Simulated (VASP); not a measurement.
# BiO5 (P6/mmm) in VASP: a series of runs, part 2 of 2

VASP 6.6.1. Earlier steps stand in the parts before.

### Step 3. Relaxation of cell and atoms, PBE

This run uses another cell than the first one, of 10.87 Å³/atom.

INCAR

```
SYSTEM = BiO5
PREC = Accurate
ENCUT = 600
EDIFF = 1E-6
ISMEAR = 0
SIGMA = 0.1
LREAL = .FALSE.
LASPH = .TRUE.
NELM = 100
ALGO = Normal
ISIF = 3
LWAVE = .FALSE.
LCHARG = .FALSE.
GGA = PE
IBRION = 2
NSW = 100
EDIFFG = -0.01
```

KPOINTS

```
Automatic mesh
0
G
  12 12 8
  0 0 0
```

POSCAR

```
BiO5
1.0
    3.7340985326      0.0000000000      0.0000000000
   -1.8670492663      3.2338241895      0.0000000000
    0.0000000000      0.0000000000      5.3987232205
Bi O
1 5
Direct
    0.0000000000      0.0000000000      0.5000000000
    0.6666666667      0.3333333333      0.7536504983
    0.0000000000      0.0000000000      0.0000000000
    0.6666666667      0.3333333333      0.2463495017
    0.3333333333      0.6666666667      0.2463495017
    0.3333333333      0.6666666667      0.7536504983
```

Potentials or basis: VASP PAW PBE potentials, release 64 (Bi_d, O).

Command:

```sh
$ cat potpaw_PBE.64/Bi_d/POTCAR potpaw_PBE.64/O/POTCAR > POTCAR
$ mpirun -np 1 vasp_std > vasp.out
```

OUTCAR:

```text
SYSTEM = BiO5
   PREC = Accurate
   ENCUT = 600
   EDIFF = 1E-6
   ISMEAR = 0
   LREAL = .FALSE.
   LASPH = .TRUE.
   NELM = 100
   ISIF = 3
   GGA = PE
   IBRION = 2
   NSW = 100
   EDIFFG = -0.01

 ion  position               nearest neighbor table
   1  0.000  0.000  0.500-   2 2.55   4 2.55   5 2.55   6 2.55   2 2.55   4 2.55   5 2.55   6 2.55
                             2 2.55   4 2.55   5 2.55   6 2.55   3 2.70   3 2.70
   2  0.667  0.333  0.754-   1 2.55   1 2.55   1 2.55
   3  0.000  0.000  0.000-   1 2.70   1 2.70
   4  0.667  0.333  0.246-   1 2.55   1 2.55   1 2.55
   5  0.333  0.667  0.246-   1 2.55   1 2.55   1 2.55
   6  0.333  0.667  0.754-   1 2.55   1 2.55   1 2.55

  LATTYP: Found a hexagonal cell.
 ALAT       =     3.7340985326
 C/A-ratio  =     1.4457902418

  Lattice vectors:

 A1 = (   3.7340985326,   0.0000000000,   0.0000000000)
 A2 = (  -1.8670492663,   3.2338241895,   0.0000000000)
 A3 = (   0.0000000000,   0.0000000000,   5.3987232205)

Analysis of symmetry for initial positions (statically):
=====================================================================
 Subroutine PRICEL returns:
 Original cell was already a primitive cell.

 Routine SETGRP: Setting up the symmetry group for a
 hexagonal supercell.

 Subroutine GETGRP returns: Found 24 space group operations
 (whereof 24 operations were pure point group operations)
 out of a pool of 24 trial point group operations.

The static configuration has the point symmetry D_6h.

Analysis of symmetry for dynamics (positions and initial velocities):
=====================================================================
 Subroutine PRICEL returns:
 Original cell was already a primitive cell.

 Routine SETGRP: Setting up the symmetry group for a
 hexagonal supercell.

 Subroutine GETGRP returns: Found 24 space group operations
 (whereof 24 operations were pure point group operations)
 out of a pool of 24 trial point group operations.

The dynamic configuration has the point symmetry D_6h.

 Subroutine INISYM returns: Found 24 space group operations
 (whereof 24 operations are pure point group operations),
 and found     1 'primitive' translations

----------------------------------------------------------------------------------------

                                     Primitive cell

  volume of cell :      65.1918

  direct lattice vectors                    reciprocal lattice vectors
     3.734098533  0.000000000  0.000000000     0.267802253  0.154615703  0.000000000
    -1.867049266  3.233824189  0.000000000     0.000000000  0.309231406  0.000000000
     0.000000000  0.000000000  5.398723220     0.000000000  0.000000000  0.185228981

  length of vectors
     3.734098533  3.734098533  5.398723220     0.309231406  0.309231406  0.185228981

  position of ions in fractional coordinates (direct lattice)
     0.000000000  0.000000000  0.500000000
     0.666666667  0.333333333  0.753650498
     0.000000000  0.000000000  0.000000000
     0.666666667  0.333333333  0.246349502
     0.333333333  0.666666667  0.246349502
     0.333333333  0.666666667  0.753650498

  ion indices of the primitive-cell ions
[... 33 lines left out ...]

 Following reciprocal coordinates:
            Coordinates               Weight
  0.000000  0.000000  0.000000      1.000000
  0.083333  0.000000  0.000000      6.000000
  0.166667  0.000000  0.000000      6.000000
  0.250000  0.000000  0.000000      6.000000
  0.333333  0.000000  0.000000      6.000000
  0.416667  0.000000  0.000000      6.000000
[... 16 lines left out ...]
  0.250000  0.000000  0.125000     12.000000
  0.333333  0.000000  0.125000     12.000000
 [... further k-points ...]
   k-points           NKPTS =     95   k-points in BZ     NKDIM =     95   number of bands    NBANDS=     27
   number of dos      NEDOS =    301   number of ions     NIONS =      6
   total plane-waves  NPLWV =  43200
   dimension x,y,z NGX =    30 NGY =   30 NGZ =   48
   dimension x,y,z NGXF=    60 NGYF=   60 NGZF=   96
   ions per type =               1   5
   NGX,Y,Z   is equivalent  to a cutoff of  13.36, 13.36, 14.78 a.u.
   NGXF,Y,Z  is equivalent  to a cutoff of  26.71, 26.71, 29.56 a.u.
 SYSTEM =  BiO5
   PREC   = accura    normal or accurate (medium, high low for compatibility)
   ISTART =      0    job   : 0-new  1-cont  2-samecut
   ICHARG =      2    charge: 1-file 2-atom 10-const
   ISPIN  =      1    spin polarized calculation?
   LNONCOLLINEAR =      F non collinear calculations
   LSORBIT =      F    spin-orbit coupling
   LASPH  =      T    aspherical Exc in radial PAW
   ENCUT  =  600.0 eV  44.10 Ry    6.64 a.u.   7.46  7.46 10.78*2*pi/ulx,y,z
   NELM   =    100;   NELMIN=  2; NELMDL= -5     # of ELM steps
   EDIFF  = 0.1E-05   stopping-criterion for ELM
   LREAL  =      F    real-space projection
   EDIFFG = -.1E-01   stopping-criterion for IOM
   NSW    =    100    number of steps for IOM
   IBRION =      2    ionic relax: 0-MD 1-quasi-New 2-CG
   NFREE  =      1    steps in history (QN), initial steepest desc. (CG)
   ISIF   =      3    stress and relaxation
   ISYM   =      2    0-nonsym 1-usesym 2-fastsym
   POTIM  = 0.5000    time-step for ionic-motion
   TEBEG  =    0.0;   TEEND  =   0.0 temperature during run
   PSTRESS=    0.0 pullay stress
   NELECT =      45.0000    total number of electrons
   NUPDOWN=      -1.0000    fix difference up-down
   EMIN   =  10.00;   EMAX   =-10.00  energy-range for DOS
   EFERMI =   0.00;   METHOD = LEGACY
   ISMEAR =     0;   SIGMA  =   0.10  broadening in eV -4-tet -1-fermi 0-gaus
   EFERMI_NEDOS =   21; number of points for ismear=-14 and -15
   IALGO  =     38    algorithm
   IMIX   =      4    mixing-type and parameters
     AMIX     =   0.40;   BMIX     =  1.00
     AMIX_MAG =   1.60;   BMIX_MAG =  1.00
  volume/ion in A,a.u.               =      10.87        73.32
  Fermi-wavevector in a.u.,A,eV,Ry     =   1.446820  2.734094 28.480925  2.093289
  Thomas-Fermi vector in A             =   2.564845
   LORBIT       =      0    0 simple, 1 ext, 2 COOP (PROOUT), +10 PAW based schemes
   GGA     = PE    functional components
   LHFCALC =     F    Hartree Fock is set to
   AEXX    =    0.0000 exact exchange contribution
   IVDW    =     0    specifies the selected vdW correction
   LEPSILON=     F    determine dielectric tensor
   LRPA    =     F    only Hartree local field effects (RPA)
 conjugate gradient relaxation of ions
 non-spin polarized calculation
 Gauss-broadening in eV      SIGMA  =   0.10
  energy-cutoff  :      600.00
  volume of cell :       65.19
 maximum number of plane-waves:      2206
 NGX is ok and might be reduce to    30
   NGX = 15   NGY = 15   NGZ = 21

--------------------------------------- Ionic step        1  -------------------------------------------

 number of electron      45.0000015 magnetization

 Free energy of the ion-electron system (eV)
  ---------------------------------------------------
  ext. energy  EPLUGINS =         0.00000000
  ---------------------------------------------------
  free energy    TOTEN  =       -22.05802556 eV

  energy without entropy =      -22.02498202  energy(sigma->0) =      -22.04150379

------------------------ aborting loop because EDIFF is reached ----------------------------------------

  FORCE on cell =-STRESS in cart. coord.  units (eV):
  Direction    XX          YY          ZZ          XY          YZ          ZX
  --------------------------------------------------------------------------------------
  -------------------------------------------------------------------------------------
  Total       -0.1595181     -0.1595181      0.1779951     -0.0000000      0.0000000      0.0000000
  in kB       -3.9203721     -3.9203721      4.3744701     -0.0000000      0.0000000      0.0000000
  external PRESSURE =      -1.1554247 kB  Pullay stress =       0.0000000 kB
[... 227 lines left out ...]
--------------------------------------- Ionic step        7  -------------------------------------------

 number of electron      45.0000014 magnetization

 Free energy of the ion-electron system (eV)
  ---------------------------------------------------
  ext. energy  EPLUGINS =         0.00000000
  ---------------------------------------------------
  free energy    TOTEN  =       -22.05945295 eV

  energy without entropy =      -22.02843818  energy(sigma->0) =      -22.04394557

 E-fermi :   4.3851     XC(G=0): -11.5581

 val. band max:        4.3840526966   @ k =   0.1667   0.0833   0.3750
 cond. band min:       4.3890432304   @ k =   0.1667   0.0833   0.1250
 fundamental gap:      0.0049905338
 Fermi energy:         4.3851041134

 k-point     1 :       0.0000    0.0000    0.0000
  band No.  band energies     occupation
      1     -17.9174      2.00000
      2     -17.9174      2.00000
      3     -17.8769      2.00000
      4     -17.8328      2.00000
      5     -17.8328      2.00000
      6     -15.3314      2.00000
[... 709 lines left out ...]
     26       4.9026      0.00000
     27       9.5880      0.00000

 [... further k-points ...]
[... 5 lines left out ...]
  --------------------------------------------------------------------------------------
  -------------------------------------------------------------------------------------
  Total       -0.0006104     -0.0006104     -0.0221307      0.0000000     -0.0000000      0.0000000
  in kB       -0.0149946     -0.0149946     -0.5436330      0.0000000     -0.0000000      0.0000000
  external PRESSURE =      -0.1912074 kB  Pullay stress =       0.0000000 kB
[... 21 lines left out ...]
  FREE ENERGIE OF THE ION-ELECTRON SYSTEM (eV)
  ---------------------------------------------------
  free  energy   TOTEN  =       -22.0594529529 eV

  energy  without entropy=      -22.0284381840  energy(sigma->0) =      -22.04394557

 reached required accuracy - stopping structural energy minimisation
```

Wall time 6.9 min (1 thread of AMD EPYC 9R45 (Zen 5), shared host); peak memory 0.3 GiB.

What came out:

| Quantity | Value |
| --- | --- |
| Free energy | -22.0595 eV |
| Relaxed volume | 10.87 Å³/atom |
| Relaxed cell | a = 3.720 Å, b = 3.720 Å, c = 5.443 Å, α = 90.00°, β = 90.00°, γ = 120.00° |
| Space group after relaxing (to 0.1 Å) | P6/mmm (No. 191) |
| Energy gained by relaxing | 0.2 meV/atom |
| Ionic steps | 7 |
| Pressure after relaxing | 0.0 GPa |
| Largest force after relaxing | 0.009 eV/Å |
| Band gap on the k mesh | zero (an odd number of electrons rules out a gap without spin polarisation) |

Forces in eV/Å, atoms in the order of the input:
```
Bi   0.000  0.000  0.000
O    0.000  0.000 -0.009
O    0.000  0.000  0.000
O    0.000  0.000  0.009
O    0.000  0.000  0.009
O    0.000  0.000 -0.009
```

Step by step:
```tsv
step	energy change (eV)	largest force (eV/Å)	pressure (GPa)	volume (Å³)
1	0.0000	0.0149	-0.12	65.19
2	-0.0006	0.0141	0.07	65.12
3	-0.0010	0.0129	0.28	65.03
4	-0.0006	0.0098	0.71	64.84
5	-0.0011	0.0119	0.39	64.98
6	-0.0014	0.0001	0.17	65.12
7	-0.0014	0.0091	-0.02	65.22
```

Final structure:
```cif
data_structure
_symmetry_space_group_name_H-M 'P 1'
_symmetry_Int_Tables_number 1
_cell_length_a 3.7197
_cell_length_b 3.7197
_cell_length_c 5.4431
_cell_angle_alpha 90.000
_cell_angle_beta 90.000
_cell_angle_gamma 120.000
_cell_volume 65.22
loop_
_atom_site_label
_atom_site_type_symbol
_atom_site_fract_x
_atom_site_fract_y
_atom_site_fract_z
_atom_site_occupancy
Bi1 Bi 0.00000 0.00000 0.50000 1
O1 O 0.66667 0.33333 0.75434 1
O2 O 0.00000 0.00000 0.00000 1
O3 O 0.66667 0.33333 0.24566 1
O4 O 0.33333 0.66667 0.24566 1
O5 O 0.33333 0.66667 0.75434 1
```

Caveat: spin-orbit coupling is left out, which moves the levels of the heavy elements; an odd number of electrons without spin polarisation forces a metal; a magnetic or distorted state may lie lower.

The gap in the log of VASP goes by the Fermi energy; the results here count the filled bands.